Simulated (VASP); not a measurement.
# WC (P1) in VASP: notebook

WC is run at these levels: PBE; tasks: single point.

Program: VASP 6.6.1. These are calculated values, not measurements. Logs are shortened: lines on timing, memory, paths and dates and some standing lists are left out, and cuts for length are marked.

### Step 1. The cell of the first run

The typed cell holds 16 atoms: a = 5.943 Å, b = 5.147 Å, c = 5.839 Å, α = 90.00°, β = 90.00°, γ = 90.00°.

### Step 2. Single point, PBE

The input, INCAR:

```
PREC = Accurate
ENCUT = 520
EDIFF = 1E-6
ISMEAR = -1
SIGMA = 0.24
LREAL = Auto
LASPH = T
NELM = 60
ALGO = Normal
ISIF = 2
LWAVE = F
LCHARG = F
GGA = PE
NBANDS = 86
```

The input, KPOINTS:

```
Automatic mesh
0
Gamma
  2 2 2
```

The input, POSCAR:

```
WC
1.0
   -2.9713940000     -5.1466060000      0.0000000000
    4.4570910000     -2.5733030000      0.0000000000
    0.0000000000      0.0000000000      5.8387320000
W C
8 8
Direct
    0.7318679605      0.5259636985     -0.0148319875
    0.7700021946      0.5060430449      0.5118919656
    0.4991044839     -0.0038060545      0.0167330852
    0.5273594064      0.0105657650      0.4929323696
    0.2289069906      0.5485579851     -0.0176236895
    0.2267885678      0.4554491236      0.5163792412
   -0.0248068726      0.0467769242      0.0090944404
    0.0188915122     -0.0185470465      0.4871263144
    0.4762887711      0.6632446133      0.2752995000
    0.4423725183      0.6404542889      0.7075166320
    0.2256334234      0.2061761361      0.2146185165
    0.2133147582      0.1261231132      0.7767097377
   -0.0525113566      0.7031644788      0.2507736269
   -0.0469949636      0.6945021870      0.7517214354
    0.7380924535      0.1393652245      0.2449333177
    0.7508237743      0.1990072130      0.7774119449
```

Potentials or basis: VASP PAW PBE potentials, release 64 (W_sv, C).

The run is started by

```
$ cat potpaw_PBE.64/W_sv/POTCAR potpaw_PBE.64/C/POTCAR > POTCAR
$ mpirun -np 1 vasp_std > vasp.out
```

OUTCAR:

```text
PREC = Accurate
   ENCUT = 520
   EDIFF = 1E-6
   ISMEAR = -1
   LREAL = Auto
   LASPH = T
   NELM = 60
   ISIF = 2
   GGA = PE

 ion  position               nearest neighbor table
   1  0.732  0.526  0.985-  16 2.08  14 2.08  13 2.21   9 2.38  10 2.44  15 2.50   2 2.77   3 2.79
                             7 2.86   5 2.96   5 2.99   7 3.05   3 3.06   2 3.09
   2  0.770  0.506  0.512-  14 2.02  13 2.11  16 2.22  10 2.36   9 2.37  15 2.45   6 2.73   1 2.77
                             8 2.86   4 2.93   4 2.97   8 3.08   1 3.09   6 3.24
   3  0.499  0.996  0.017-  15 2.08  11 2.27   9 2.29  16 2.30  12 2.30  10 2.59   4 2.79   1 2.79
                             5 2.82   7 2.84   1 3.06   4 3.06   7 3.12   5 3.27
   4  0.527  0.011  0.493-  15 2.03   9 2.21  10 2.34  16 2.34  12 2.57  11 2.62   3 2.79   6 2.91
                             8 2.93   2 2.93   2 2.97   8 3.03   3 3.06   6 3.37
   5  0.229  0.549  0.982-  10 2.10  11 2.22  14 2.25   9 2.33  13 2.43  12 2.49   6 2.76   3 2.82
                             1 2.96   7 2.98   1 2.99   7 2.99   6 3.15   3 3.27
   6  0.227  0.455  0.516-  10 1.95  11 2.18  12 2.28   9 2.31  14 2.46  13 2.60   2 2.73   8 2.74
                             5 2.76   4 2.91   8 2.98   5 3.15   2 3.24   4 3.37
   7  0.975  0.047  0.009-  12 2.00  15 2.03  16 2.05  11 2.08  13 2.27  14 2.36   8 2.82   3 2.84
                             1 2.86   5 2.98   5 2.99   1 3.05   8 3.08   3 3.12
   8  0.019  0.981  0.487-  13 2.03  14 2.17  12 2.18  11 2.32  15 2.33  16 2.58   6 2.74   7 2.82
                             2 2.86   4 2.93   6 2.98   4 3.03   7 3.08   2 3.08
   9  0.476  0.663  0.275-   4 2.21   3 2.29   6 2.31   5 2.33   2 2.37   1 2.38
  10  0.442  0.640  0.708-   6 1.95   5 2.10   4 2.34   2 2.36   1 2.44   3 2.59
  11  0.226  0.206  0.215-   7 2.08   6 2.18   5 2.22   3 2.27   8 2.32   4 2.62
  12  0.213  0.126  0.777-   7 2.00   8 2.18   6 2.28   3 2.30   5 2.49   4 2.57
  13  0.947  0.703  0.251-   8 2.03   2 2.11   1 2.21   7 2.27   5 2.43   6 2.60
  14  0.953  0.695  0.752-   2 2.02   1 2.08   8 2.17   5 2.25   7 2.36   6 2.46
  15  0.738  0.139  0.245-   4 2.03   7 2.03   3 2.08   8 2.33   2 2.45   1 2.50
  16  0.751  0.199  0.777-   7 2.05   1 2.08   2 2.22   3 2.30   4 2.34   8 2.58

  LATTYP: Found a simple orthorhombic cell.
 ALAT       =     5.1466055330
 B/A-ratio  =     1.1344821286
 C/A-ratio  =     1.1547006082

  Lattice vectors:

 A1 = (   4.4570910000,  -2.5733030000,   0.0000000000)
 A2 = (   0.0000000000,   0.0000000000,   5.8387320000)
 A3 = (  -2.9713940000,  -5.1466060000,   0.0000000000)

Analysis of symmetry for initial positions (statically):
=====================================================================
 Subroutine PRICEL returns:
 Original cell was already a primitive cell.

 Routine SETGRP: Setting up the symmetry group for a
 simple orthorhombic supercell.

 Subroutine GETGRP returns: Found  1 space group operations
 (whereof  1 operations were pure point group operations)
 out of a pool of  8 trial point group operations.

The static configuration has the point symmetry C_1 .

Analysis of symmetry for dynamics (positions and initial velocities):
=====================================================================
 Subroutine PRICEL returns:
 Original cell was already a primitive cell.

 Routine SETGRP: Setting up the symmetry group for a
 simple orthorhombic supercell.

 Subroutine GETGRP returns: Found  1 space group operations
 (whereof  1 operations were pure point group operations)
 out of a pool of  8 trial point group operations.

The dynamic configuration has the point symmetry C_1 .

 Subroutine INISYM returns: Found  1 space group operations
 (whereof  1 operations are pure point group operations),
 and found     1 'primitive' translations

----------------------------------------------------------------------------------------

                                     Primitive cell

  volume of cell :     178.5787

  direct lattice vectors                    reciprocal lattice vectors
    -2.971394000 -5.146606000  0.000000000    -0.084135594 -0.145727106  0.000000000
     4.457091000 -2.573303000  0.000000000     0.168271189 -0.097151404  0.000000000
     0.000000000  0.000000000  5.838732000     0.000000000  0.000000000  0.171270063

  length of vectors
     5.942788539  5.146605533  5.838732000     0.168271173  0.194302826  0.171270063

  position of ions in fractional coordinates (direct lattice)
     0.731867960  0.525963699  0.985168012
     0.770002195  0.506043045  0.511891966
     0.499104484  0.996193946  0.016733085
     0.527359406  0.010565765  0.492932370
     0.228906991  0.548557985  0.982376311
     0.226788568  0.455449124  0.516379241
[... 8 lines left out ...]
     0.738092454  0.139365224  0.244933318
     0.750823774  0.199007213  0.777411945

  ion indices of the primitive-cell ions
   primitive index   ion index
                 1           1
                 2           2
                 3           3
                 4           4
                 5           5
                 6           6
[... 8 lines left out ...]
                15          15
                16          16

----------------------------------------------------------------------------------------

 KPOINTS: Automatic mesh

Automatic generation of k-mesh.
 Grid dimensions read from file:
 generate k-points for:    2    2    2

 Generating k-lattice:

  Cartesian coordinates                     Fractional coordinates (reciprocal lattice)
    -0.042067797 -0.072863553  0.000000000     0.500000000 -0.000000000  0.000000000
     0.084135594 -0.048575702  0.000000000     0.000000000  0.500000000  0.000000000
     0.000000000  0.000000000  0.085635032     0.000000000  0.000000000  0.500000000

  Length of vectors
     0.084135587  0.097151413  0.085635032

  Shift w.r.t. Gamma in fractional coordinates (k-lattice)
     0.000000000  0.000000000  0.000000000

 Subroutine IBZKPT returns following result:
 ===========================================

 Found      8 irreducible k-points:

 Following reciprocal coordinates:
            Coordinates               Weight
  0.000000  0.000000  0.000000      1.000000
  0.500000  0.000000  0.000000      1.000000
  0.000000  0.500000  0.000000      1.000000
  0.500000  0.500000  0.000000      1.000000
  0.000000  0.000000  0.500000      1.000000
  0.500000  0.000000  0.500000      1.000000
  0.000000  0.500000  0.500000      1.000000
  0.500000  0.500000  0.500000      1.000000
   k-points           NKPTS =      8   k-points in BZ     NKDIM =      8   number of bands    NBANDS=     86
   number of dos      NEDOS =    301   number of ions     NIONS =     16
   total plane-waves  NPLWV =  92160
   dimension x,y,z NGX =    48 NGY =   40 NGZ =   48
   dimension x,y,z NGXF=    96 NGYF=   80 NGZF=   96
   ions per type =               8   8
   NGX,Y,Z   is equivalent  to a cutoff of  13.43, 12.92, 13.67 a.u.
   NGXF,Y,Z  is equivalent  to a cutoff of  26.86, 25.84, 27.33 a.u.
 SYSTEM =  unknown system
   PREC   = accura    normal or accurate (medium, high low for compatibility)
   ISTART =      0    job   : 0-new  1-cont  2-samecut
   ICHARG =      2    charge: 1-file 2-atom 10-const
   ISPIN  =      1    spin polarized calculation?
   LNONCOLLINEAR =      F non collinear calculations
   LSORBIT =      F    spin-orbit coupling
   LASPH  =      T    aspherical Exc in radial PAW
   ENCUT  =  520.0 eV  38.22 Ry    6.18 a.u.  11.05  9.57 10.86*2*pi/ulx,y,z
   NELM   =     60;   NELMIN=  2; NELMDL= -5     # of ELM steps
   EDIFF  = 0.1E-05   stopping-criterion for ELM
   LREAL  =      T    real-space projection
   EDIFFG = 0.1E-04   stopping-criterion for IOM
   NSW    =      0    number of steps for IOM
   IBRION =     -1    ionic relax: 0-MD 1-quasi-New 2-CG
   NFREE  =      0    steps in history (QN), initial steepest desc. (CG)
   ISIF   =      2    stress and relaxation
   ISYM   =      2    0-nonsym 1-usesym 2-fastsym
   POTIM  = 0.5000    time-step for ionic-motion
   TEBEG  =    0.0;   TEEND  =   0.0 temperature during run
   PSTRESS=    0.0 pullay stress
   NELECT =     144.0000    total number of electrons
   NUPDOWN=      -1.0000    fix difference up-down
   EMIN   =  10.00;   EMAX   =-10.00  energy-range for DOS
   EFERMI =   0.00;   METHOD = LEGACY
   ISMEAR =    -1;   SIGMA  =   0.24  broadening in eV -4-tet -1-fermi 0-gaus
   EFERMI_NEDOS =   21; number of points for ismear=-14 and -15
   IALGO  =     38    algorithm
   IMIX   =      4    mixing-type and parameters
     AMIX     =   0.40;   BMIX     =  1.00
     AMIX_MAG =   1.60;   BMIX_MAG =  1.00
  volume/ion in A,a.u.               =      11.16        75.32
  Fermi-wavevector in a.u.,A,eV,Ry     =   1.523769  2.879506 31.590980  2.321872
  Thomas-Fermi vector in A             =   2.632167
   LORBIT       =      0    0 simple, 1 ext, 2 COOP (PROOUT), +10 PAW based schemes
   GGA     = PE    functional components
   LHFCALC =     F    Hartree Fock is set to
   AEXX    =    0.0000 exact exchange contribution
   IVDW    =     0    specifies the selected vdW correction
   LEPSILON=     F    determine dielectric tensor
   LRPA    =     F    only Hartree local field effects (RPA)
 non-spin polarized calculation
  energy-cutoff  :      520.00
  volume of cell :      178.58
 maximum number of plane-waves:      4844
 NGX is ok and might be reduce to    48
   NGX = 23   NGY = 19   NGZ = 21

 number of electron     144.0000001 magnetization

 Free energy of the ion-electron system (eV)
  ---------------------------------------------------
  ext. energy  EPLUGINS =         0.00000000
  ---------------------------------------------------
  free energy    TOTEN  =      -170.79807717 eV

  energy without entropy =     -169.75455827  energy(sigma->0) =     -170.27631772

 E-fermi :  10.4837     XC(G=0): -13.3584

 val. band max:       10.3619205833   @ k =   0.0000   0.5000   0.0000
 cond. band min:      10.5053691106   @ k =   0.0000   0.0000   0.5000
 fundamental gap:      0.1434485273
 Fermi energy:        10.4836863014

 k-point     1 :       0.0000    0.0000    0.0000
  band No.  band energies     occupation
      1     -64.0026      2.00000
      2     -63.9636      2.00000
      3     -63.9224      2.00000
      4     -63.8892      2.00000
      5     -63.8562      2.00000
      6     -63.8290      2.00000
[... 76 lines left out ...]
     83      13.5319      0.00001
     84      13.7964      0.00000

 k-point     2 :       0.5000    0.0000    0.0000
  band No.  band energies     occupation
      1     -63.9983      2.00000
      2     -63.9680      2.00000
      3     -63.9192      2.00000
      4     -63.8901      2.00000
      5     -63.8582      2.00000
      6     -63.8283      2.00000
[... 511 lines left out ...]
     83      13.5447      0.00001
     84      13.6078      0.00000

 k-point     8 :       0.5000    0.5000    0.5000
  band No.  band energies     occupation
      1     -63.9957      2.00000
      2     -63.9645      2.00000
      3     -63.9176      2.00000
      4     -63.8887      2.00000
      5     -63.8535      2.00000
      6     -63.8383      2.00000
[... 76 lines left out ...]
     83      13.4614      0.00001
     84      13.5262      0.00001
 [bands above 84 left out]

------------------------ aborting loop because EDIFF is reached ----------------------------------------

  FORCE on cell =-STRESS in cart. coord.  units (eV):
  Direction    XX          YY          ZZ          XY          YZ          ZX
  --------------------------------------------------------------------------------------
  -------------------------------------------------------------------------------------
  Total       -5.7813000      3.1252700     -2.5117703     -1.3192873     -1.6830088      5.1451776
  in kB      -51.8688221     28.0393809    -22.5351678    -11.8364173    -15.0996633     46.1616426
  external PRESSURE =     -15.4548697 kB  Pullay stress =       0.0000000 kB

 VOLUME and BASIS-vectors are now :
 -----------------------------------------------------------------------------
  energy-cutoff  :      520.00
  volume of cell :      178.58
      direct lattice vectors                 reciprocal lattice vectors
    -2.971394000 -5.146606000  0.000000000    -0.084135594 -0.145727106  0.000000000
     4.457091000 -2.573303000  0.000000000     0.168271189 -0.097151404  0.000000000
     0.000000000  0.000000000  5.838732000     0.000000000  0.000000000  0.171270063

 POSITION                                       TOTAL-FORCE (eV/Angst)
 -----------------------------------------------------------------------------------
      0.16960     -5.12010      5.75213         0.177270      1.154493      2.888922
     -0.03250     -5.26510      2.98880         2.099427      5.079885     -2.298290
      2.95709     -5.13220      0.09770         2.760326      1.331507     -2.345217
     -1.51990     -2.74130      2.87810         0.476587      3.600324      2.039210
      1.76480     -2.58970      5.73583        -2.474627      1.794966      2.970318
      1.35610     -2.33920      3.01500         2.436778     -1.705922     -3.484042
[... 8 lines left out ...]
     -1.57200     -4.15730      1.43010         2.412006     -1.614337      1.875842
     -1.34400     -4.37630      4.53910        -0.504545      2.258933     -2.144753
 -----------------------------------------------------------------------------------
    total drift:                                0.009512     -0.003561      0.004060

  FREE ENERGIE OF THE ION-ELECTRON SYSTEM (eV)
  ---------------------------------------------------
  free  energy   TOTEN  =      -170.7980771656 eV

  energy  without entropy=     -169.7545582745  energy(sigma->0) =     -170.27631772
```

Run time: 7.9 min. Hardware: 1 thread of Intel Xeon 8259CL, shared host; peak memory 0.33 GiB.

Results:

```yaml
Free_energy: -170.7981 eV
Pressure: -1.5 GPa
Largest_force: 5.958 eV/Å
Band_gap_on_the_k_mesh: zero (bands 72 and 73 overlap by 0.31 eV)
```

Forces in eV/Å, atoms in the order of the input:
```
W    0.177  1.154  2.889
W    2.099  5.080 -2.298
W    2.760  1.332 -2.345
W    0.477  3.600  2.039
W   -2.475  1.795  2.970
W    2.437 -1.706 -3.484
W   -4.929  1.177 -0.966
W    2.902  1.337  1.673
C    0.028 -0.798 -1.774
C   -0.287 -4.987  3.220
C   -1.469 -0.885  2.020
C    0.737 -4.568 -2.745
C   -2.947 -1.062 -1.678
C   -1.418 -2.115  0.748
C    2.412 -1.614  1.876
C   -0.505  2.259 -2.145
```

Caveat: the k points lie up to 0.61 Å⁻¹ apart; spin-orbit coupling is left out, which moves the levels of the heavy elements; forces of over 1 eV/Å act on the atoms, so gaps and moduli don't describe the material at rest.

[end of part 1 of 3]
